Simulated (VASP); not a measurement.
# NaF (Pm-3m) in VASP: further runs, part 2 of 2

VASP 6.6.1. The steps go on from the part before.

**6. Relaxation of cell and atoms, PBE, target pressure 160 GPa, at which the enthalpy is minimised**

Input file INCAR:

```
PREC = Accurate
ENCUT = 600
EDIFF = 1E-7
ISMEAR = 0
SIGMA = 0.01
LREAL = False
LASPH = True
NELM = 120
ALGO = Normal
ISIF = 3
LWAVE = False
LCHARG = False
GGA = PE
IBRION = 2
NSW = 80
EDIFFG = -0.002
PSTRESS = 1600.0
GGA_COMPAT = False
NELMIN = 4
```

Input file KPOINTS:

```
regular mesh
0
Gamma
  10 10 10
```

Input file POSCAR:

```
NaF
1.0
    2.2813877263      0.0000000000      0.0000000000
    0.0000000000      2.2813877263      0.0000000000
    0.0000000000      0.0000000000      2.2813877263
Na F
1 1
Direct
    0.0000000000      0.0000000000      0.0000000000
    0.5000000000      0.5000000000      0.5000000000
```

Potentials or basis: VASP PAW PBE potentials, release 64 (Na_pv, F).

Command:

```sh
$ cat potpaw_PBE.64/Na_pv/POTCAR potpaw_PBE.64/F/POTCAR > POTCAR
$ mpirun -np 1 vasp_std > vasp.out
```

OUTCAR:

```text
PREC = Accurate
   ENCUT = 600
   EDIFF = 1E-7
   ISMEAR = 0
   LREAL = False
   LASPH = True
   NELM = 120
   ISIF = 3
   GGA = PE
   IBRION = 2
   NSW = 80
   EDIFFG = -0.002
   PSTRESS = 1600.0
   NELMIN = 4

 ion  position               nearest neighbor table
   1  0.000  0.000  0.000-   2 1.98   2 1.98   2 1.98   2 1.98   2 1.98   2 1.98   2 1.98   2 1.98

   2  0.500  0.500  0.500-   1 1.98   1 1.98   1 1.98   1 1.98   1 1.98   1 1.98   1 1.98   1 1.98

  LATTYP: Found a simple cubic cell.
 ALAT       =     2.2813877263

  Lattice vectors:

 A1 = (   2.2813877263,   0.0000000000,   0.0000000000)
 A2 = (   0.0000000000,   2.2813877263,   0.0000000000)
 A3 = (   0.0000000000,   0.0000000000,   2.2813877263)

Analysis of symmetry for initial positions (statically):
=====================================================================
 Subroutine PRICEL returns:
 Original cell was already a primitive cell.

 Routine SETGRP: Setting up the symmetry group for a
 simple cubic supercell.

 Subroutine GETGRP returns: Found 48 space group operations
 (whereof 48 operations were pure point group operations)
 out of a pool of 48 trial point group operations.

The static configuration has the point symmetry O_h .
[... 169 lines left out ...]
  -------------------------------------------------------------------------------------
  Total       12.1007725     12.1007725     12.1007725     -0.0000000     -0.0000000     -0.0000000
  in kB     1632.7751237   1632.7751237   1632.7751237     -0.0000000     -0.0000000     -0.0000000
  external PRESSURE =      32.7751237 kB  Pullay stress =    1600.0000000 kB
[... 63 lines left out ...]
--------------------------------------- Ionic step        3  -------------------------------------------

 number of electron      14.0000004 magnetization

 Free energy of the ion-electron system (eV)
  ---------------------------------------------------
  ext. energy  EPLUGINS =         0.00000000
  ---------------------------------------------------
  free energy    TOTEN  =        -5.18379025 eV

  energy without entropy =       -5.18379025  energy(sigma->0) =       -5.18379025

 E-fermi :   4.9194     XC(G=0): -13.4175

 val. band max:        4.7425685519   @ k =   0.5000   0.5000   0.0000
 cond. band min:      17.2434778831   @ k =   0.0000   0.0000   0.0000
 fundamental gap:     12.5009093312
 Fermi energy:         4.9194089733

 k-point     1 :       0.0000    0.0000    0.0000
  band No.  band energies     occupation
      1     -17.8721      2.00000
      2     -14.9022      2.00000
      3     -14.9022      2.00000
      4     -14.9022      2.00000
      5       4.1493      2.00000
      6       4.1493      2.00000
      7       4.1493      2.00000
      8      17.2435      0.00000
      9      22.7169      0.00000
     10      22.7169      0.00000
     11      40.7140      0.00000
[... 309 lines left out ...]
 k-point    24 :       0.3000    0.1000    0.1000
  band No.  band energies     occupation
      1     -18.5427      2.00000
      2     -15.0477      2.00000
      3     -14.8786      2.00000
      4     -13.8098      2.00000
      5       1.0060      2.00000
      6       3.7792      2.00000
      7       3.8227      2.00000
      8      20.7369      0.00000
      9      25.0467      0.00000
     10      25.5855      0.00000
     11      34.4945      0.00000

 [... further k-points ...]
[... 5 lines left out ...]
  --------------------------------------------------------------------------------------
  -------------------------------------------------------------------------------------
  Total       11.9207268     11.9207268     11.9207268      0.0000000     -0.0000000     -0.0000000
  in kB     1599.8981641   1599.8981641   1599.8981641      0.0000000     -0.0000000     -0.0000000
  external PRESSURE =      -0.1018359 kB  Pullay stress =    1600.0000000 kB
[... 21 lines left out ...]
  energy  without entropy=       -5.1837902500  energy(sigma->0) =       -5.18379025

  enthalpy is  TOTEN    =         6.7376953660 eV   P V=       11.9214856160

 reached required accuracy - stopping structural energy minimisation
```

OSZICAR:

```text
N       E                     dE             d eps       ncg     rms          rms(c)
DAV:   1     0.116831560554E+03    0.11683E+03   -0.91284E+03  1255   0.216E+03
DAV:   2    -0.242231042720E+01   -0.11925E+03   -0.11182E+03  1289   0.431E+02
DAV:   3    -0.640556040564E+01   -0.39832E+01   -0.39769E+01  1400   0.798E+01
[... 26 lines left out ...]
DAV:   4    -0.518380251952E+01    0.32557E-03   -0.15134E-04  1565   0.618E-01    0.143E-02
DAV:   5    -0.518379104500E+01    0.11475E-04   -0.21164E-05  1415   0.104E-01    0.339E-03
DAV:   6    -0.518379001692E+01    0.10281E-05   -0.21185E-06  1418   0.361E-02    0.188E-03
DAV:   7    -0.518379016736E+01   -0.15044E-06   -0.18531E-07   765   0.691E-03    0.550E-04
DAV:   8    -0.518379025000E+01   -0.82635E-07   -0.17589E-08   625   0.318E-03
   3 F= 0.67376954E+01 E0= 0.67376954E+01  d E =-.647927E-03
```

Wall time 23 s (1 thread of Intel Xeon Platinum 8488C (Sapphire Rapids), shared host); peak memory 0.12 GiB.

What came out:

| Property | Result |
| --- | --- |
| Free energy | -5.1838 eV |
| Relaxed volume | 5.97 Å³/atom |
| Relaxed cell | a = 2.285 Å, b = 2.285 Å, c = 2.285 Å, α = 90.00°, β = 90.00°, γ = 90.00° |
| Space group after relaxing (to 0.1 Å) | Pm-3m (No. 221) |
| Energy change on relaxing (the run minimises the enthalpy) | -32.1 meV/atom |
| Ionic steps | 3 |
| Pressure after relaxing | 160.0 GPa |
| Band gap on the k mesh | 12.50 eV (least direct gap 13.09 eV) |

Step by step:
```
step  energy change (eV)  largest force (eV/Å)  pressure (GPa)  volume (Å³)
   1              0.0000                0.0000          163.28        11.87
   2             -0.2069                0.0000          152.69        12.08
   3             -0.0643                0.0000          159.99        11.94
```

Final structure:
```
Na F
1.0
     2.28546    0.00000    0.00000
     0.00000    2.28546    0.00000
     0.00000    0.00000    2.28546
Na F
1 1
Direct
  0.00000 0.00000 0.00000
  0.50000 0.50000 0.50000
```

Caveat: the cell is relaxed towards a set pressure, so the run minimises the enthalpy, not the energy.

**7. The runs side by side**

```csv
task,cell,k mesh,smearing,gap on the mesh (eV),pressure (GPa)
single point,"a = 2.281 Å, 2 atoms",8 × 8 × 8,gaussian 0.1 eV,12.59,163.3
single point,"a = 2.280 Å, 2 atoms",10 × 10 × 10,gaussian 0.01 eV,12.61,164.0
single point,"a = 2.280 Å, 2 atoms",10 × 10 × 10,gaussian 0.02 eV,12.61,164.0
relaxation of cell and atoms,"relaxed to 160 GPa from a = 2.281 Å, 2 atoms",8 × 8 × 8,gaussian 0.1 eV,12.50,160.0
relaxation of cell and atoms,"relaxed to 160 GPa from a = 2.281 Å, 2 atoms",10 × 10 × 10,gaussian 0.01 eV,12.50,160.0
```

Alike in all rows: level PBE; potentials or basis VASP PAW PBE potentials, release 64 (Na_pv, F); no spin polarisation; cutoff (eV) 600.

Caveats: the cell stands under pressure (at least some runs); the cell is relaxed towards a set pressure, so the run minimises the enthalpy, not the energy (at least some runs).

Absolute energies hang on the potentials; compare differences alone.
